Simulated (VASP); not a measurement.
Set up this calculation in VASP 6.6.1, as the native input.

| Item | Value |
| --- | --- |
| Task | single point |
| Functional | PBE |
| Potentials or basis | VASP PAW PBE potentials, release 64 (Pb_d) |
| Cutoff | 520 eV |
| k mesh | 12 × 12 × 6 |
| Occupations | gaussian, width 0.1 eV |
| Spin | no spin polarisation |
| Dipole correction | no |
| Further INCAR settings | ALGO = Fast; EDIFF = 1e-07; NBANDS = 36 |

The structure of Pb lies in POSCAR:

```
Pb
1.0
    4.9832599851      0.0000000000      0.0000000000
   -2.4916299925      4.3156297407      0.0000000000
    0.0000000000      0.0000000000      8.1796329389
Pb
4
Direct
    0.6666666667      0.3333333333      0.0624107230
    0.3333333333      0.6666666667      0.5624107230
    0.6666666667      0.3333333333      0.4375892770
    0.3333333333      0.6666666667      0.9375892770
```

This isn't the form of Pb at room conditions, which is fcc.

One way to write it, as run:

INCAR

```
SYSTEM = Pb
PREC = Accurate
ENCUT = 520
EDIFF = 1E-7
ISMEAR = 0
SIGMA = 0.1
LREAL = .False.
LASPH = .True.
NELM = 80
ALGO = Fast
ISIF = 2
LWAVE = .False.
LCHARG = .False.
GGA = PE
NBANDS = 36
```

KPOINTS

```
regular mesh
0
Gamma
  12 12 6
  0 0 0
```

Potentials or basis: VASP PAW PBE potentials, release 64 (Pb_d).

Command:

```bash
$ cat potpaw_PBE.64/Pb_d/POTCAR > POTCAR
$ mpirun -np 1 vasp_std > vasp.out
```

Results of the run:

```json
{"Pressure": "0.0 GPa", "Largest force": "0.005 eV/Å", "Band gap on the k mesh": "zero (bands 28 and 29 overlap by 0.55 eV)"}
```

Caveat: spin-orbit coupling is left out, which moves the levels of the heavy elements.

It took 12 min on 1 thread of Intel Xeon 8259CL (shared host), peak memory 0.53 GiB.
